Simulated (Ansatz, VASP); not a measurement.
## One calculation of Sn, two programs

```
CELL_PARAMETERS angstrom
-1.91293 1.91293 1.91293
1.91293 -1.91293 1.91293
1.91293 1.91293 -1.91293
ATOMIC_POSITIONS crystal
Sn 0.00000 0.00000 0.00000
```

Alike in both runs: task relaxation of cell and atoms; functional PBEsol; k mesh 15 × 15 × 15; occupations fermi-dirac, width 0.05 eV; no spin polarisation.

|  | VASP | Ansatz |
| --- | --- | --- |
| version | VASP 6.6.1 | Ansatz 0.2.0 |
| potentials or method | VASP PAW PBE potentials, release 64 (Sn_d) | PAW with Ansatz's default frozen-core files, scalar-relativistic |
| plane-wave cutoff (eV) | 500 | 420 |
| valence electrons in the cell | 14 | 14 |

|  | VASP | Ansatz | Ansatz less VASP |
| --- | --- | --- | --- |
| relaxed volume (Å³/atom) | 26.01 | 26.02 | +0.013 |
| relaxed cell length with the largest relative difference (Å) | 3.233 | 3.233 | +0.0005 |

VASP's potentials were made for PBE, not for PBEsol.
